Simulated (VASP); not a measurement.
Set up this calculation in VASP 6.6.1, as the native input.

| Quantity | Value |
| --- | --- |
| Task | single point |
| Functional | LDA |
| Potentials or basis | VASP PAW LDA potentials, release 64 (Sn_d) |
| Cutoff | 520 eV |
| k mesh | 12 × 12 × 12 |
| Occupations | gaussian, width 0.15 eV |
| Spin | no spin polarisation |
| Dipole correction | no |
| Further INCAR settings | ALGO = Normal; EDIFF = 1e-06; NBANDS = 21 |

The structure of Sn lies in POSCAR:

```
Sn
1.0
    0.0000000000      3.2456000000      3.2456000000
    3.2456000000      0.0000000000      3.2456000000
    3.2456000000      3.2456000000      0.0000000000
Sn
2
Direct
    0.5000000000      0.5000000000      0.5000000000
    0.7500000000      0.7500000000      0.7500000000
```

The input as run:

INCAR

```
SYSTEM = Sn
PREC = Accurate
ENCUT = 520
EDIFF = 1E-6
ISMEAR = 0
SIGMA = 0.15
LREAL = .False.
LASPH = .True.
NELM = 100
ALGO = Normal
ISIF = 2
LWAVE = .False.
LCHARG = .False.
NBANDS = 21
```

KPOINTS

```
regular mesh
0
Gamma
  12 12 12
  0 0 0
```

Potentials or basis: VASP PAW LDA potentials, release 64 (Sn_d).

Launch:

```console
$ cat potpaw_LDA.64/Sn_d/POTCAR > POTCAR
$ mpirun -np 1 vasp_std > vasp.out
```

It gave:

- Pressure: -0.3 GPa
- Band gap on the k mesh: zero (band 14 reaches 5.44 eV, above the bottom of band 15 at 5.26 eV)

Caveat: spin-orbit coupling is left out, which moves the levels of the heavy elements.

Wall time 77 s on 1 thread of AMD EPYC 7R13 Processor (Zen 3), on a shared host, peak memory 0.19 GiB.
